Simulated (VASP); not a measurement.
Input of a VASP 6.6.1 run:

File POSCAR:

```
Ta
1.0
   -1.6537881956      1.6537881956      1.6537881956
    1.6537881956     -1.6537881956      1.6537881956
    1.6537881956      1.6537881956     -1.6537881956
Ta
1
Direct
    0.0000000000      0.0000000000      0.0000000000
```

INCAR.step1

```
PREC     = Accurate       # precision mode
ENCUT    = 520            # plane-wave cutoff, eV
ISMEAR   = -1             # smearing method
SIGMA    = 0.15           # smearing width, eV
LREAL    = F              # projectors in reciprocal space
LASPH    = T              # aspherical terms in the spheres
NELM     = 60             # most SCF steps
NBANDS   = 12             # bands
GGA      = PE             # functional
ALGO     = Normal         # electronic algorithm
EDIFF    = 1E-4           # SCF threshold, eV
LWAVE    = T              # write WAVECAR
LCHARG   = F              # write CHGCAR
```

INCAR.step2

```
PREC     = Accurate       # precision mode
ENCUT    = 520            # plane-wave cutoff, eV
EDIFF    = 1E-6           # SCF threshold, eV
ISMEAR   = -1             # smearing method
SIGMA    = 0.15           # smearing width, eV
LREAL    = F              # projectors in reciprocal space
LASPH    = T              # aspherical terms in the spheres
NELM     = 60             # most SCF steps
ALGO     = Normal         # electronic algorithm
ISIF     = 2              # what is computed and relaxed
LWAVE    = F              # write WAVECAR
LCHARG   = F              # write CHGCAR
METAGGA  = R2SCAN         # meta-GGA
LMIXTAU  = T            
NBANDS   = 12             # bands
ISTART   = 1
```

KPOINTS

```
Automatic mesh
0
Gamma
  24 24 24
```

Potentials or basis: VASP PAW PBE potentials, release 64 (Ta_pv).

Run with:

```console
$ cat potpaw_PBE.64/Ta_pv/POTCAR > POTCAR
$ cp INCAR.step1 INCAR
$ mpirun -np 1 vasp_std > vasp.out
$ cp INCAR.step2 INCAR
$ mpirun -np 1 vasp_std > vasp.out
```

(1) Predict the band gap on the k mesh.

(2) Predict the pressure.

## Answers

(1) zero (an odd number of electrons rules out a gap without spin polarisation).

(2) 0.6 GPa.

Caveat: the PAW data sets were made with another functional, which shifts forces and pressure a little; spin-orbit coupling is left out, which moves the levels of the heavy elements.
